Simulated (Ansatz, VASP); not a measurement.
# One calculation of AlRu, two programs

```
CELL_PARAMETERS angstrom
2.98210 0.00000 0.00000
0.00000 2.98210 0.00000
0.00000 0.00000 2.98210
ATOMIC_POSITIONS crystal
Al 0.00000 0.00000 0.00000
Ru 0.50000 0.50000 0.50000
```

Alike in both runs: functional r2SCAN; k mesh 18 × 18 × 18; occupations gaussian, width 0.1 eV; no spin polarisation.

Ansatz relaxed the structure, and its values are those at the end. VASP's run is a single point on that final structure, the one shown.

|  | VASP | Ansatz |
| --- | --- | --- |
| version | VASP 6.6.1 | Ansatz 0.2.0 |
| potentials or method | VASP PAW PBE potentials, release 64 (Al, Ru_pv), cutoff 520 eV | scalar-relativistic, plane waves, PAW |
| valence electrons in the cell | 17 | 19 |

```tsv
	VASP	Ansatz	Ansatz less VASP
gap on the k mesh at the Fermi level (eV)	none	none	-
pressure (GPa)	0.1	0.0	-0.12
```

VASP's potentials were made for PBE, not for r2SCAN. A gap of «none» marks a metal or a gap that the smearing closes. VASP's potentials hold 17 valence electrons a cell and Ansatz's 19, so a difference there can come from the potentials and not from the codes.
